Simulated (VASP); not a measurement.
Runs of VASP 6.6.1 on MgCdTe3. The structure is that of space group Pm-3m (No. 221), or close to it. The cells are those of the table. The cell was generated, and may not be a known phase.

| task | cell | k mesh | cutoff (eV) | gap on the mesh (eV) | pressure (GPa) | relaxed volume (Å³/atom) |
| --- | --- | --- | --- | --- | --- | --- |
| single point | a = 4.893 Å, 5 atoms | 4 × 4 × 4 | 520 | none | 36.5 | - |
| single point | a = 5.602 Å, 5 atoms | 4 × 4 × 4 | 520 | none | 0.3 | - |
| relaxation of cell and atoms | relaxed from a = 5.602 Å, 5 atoms | 8 × 8 × 8 | 600 | none | 0.0 | (b) |
| single point | a = 5.602 Å, 5 atoms | 8 × 8 × 8 | 520 | none | (a) | - |
| relaxation of cell and atoms | relaxed from a = 4.893 Å, 5 atoms | 4 × 4 × 4 | 600 | none | -0.2 | 35.66 |

Alike in all rows: level PBE; potentials or basis VASP PAW PBE potentials, release 64 (Mg, Cd, Te); no spin polarisation; smearing gaussian 0.1 eV.

Task: Fill in the values left out.

Result: (a) 0.1; (b) 35.24.

Caveats: spin-orbit coupling is left out, which moves the levels of the heavy elements; the cell stands under pressure (at least some runs); the volume moved by over 15 % at a fixed basis, so the end points are rough (at least some runs).

A k mesh can miss the band edges, and the runs leave out spin-orbit coupling on Cd, Te.

A gap of «none» marks levels without a gap at the run's occupations.
